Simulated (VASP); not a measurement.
The system is BaSi3.

```
CELL_PARAMETERS angstrom
4.48722 0.00000 0.00000
0.00000 4.48722 0.00000
0.00000 0.00000 4.48722
ATOMIC_POSITIONS crystal
Ba 0.00000 0.00000 0.00000
Si 0.00000 0.50000 0.50000
Si 0.50000 0.50000 0.00000
Si 0.50000 0.00000 0.50000
```

Base run:

```yaml
Program: VASP 6.6.1
Functional: PBE
Potentials_or_basis: VASP PAW PBE potentials, release 64 (Ba_sv, Si)
Cutoff: 520 eV
k_mesh: 8 × 8 × 8
Occupations: gaussian, width 0.05 eV
Spin: no spin polarisation
```

Its results: band gap on the k mesh zero (band 11 reaches 6.98 eV, above the bottom of band 12 at 5.00 eV); pressure 0.8 GPa.

Problem. After a change of settings the same cell gave: band gap on the k mesh zero (band 11 reaches 6.92 eV, above the bottom of band 12 at 4.93 eV); pressure -1.8 GPa. Which change was it?
A. functional from PBE to LDA; potentials or basis from VASP PAW PBE potentials, release 64 (Ba_sv, Si) to VASP PAW LDA potentials, release 64 (Ba_sv, Si)
B. further incar settings from ALGO = Normal; EDIFF = 1e-06; NBANDS = 19 to ALGO = Normal; EDIFF = 1e-07; NBANDS = 19
C. functional from PBE to PBEsol
D. functional from PBE to r2SCAN

Solution. C.

PBEsol binds more tightly than PBE, so the same cell stands under less pressure.

Caveats: spin-orbit coupling is left out, which moves the levels of the heavy elements; the PAW data sets were made with another functional, which shifts forces and pressure a little (some runs).
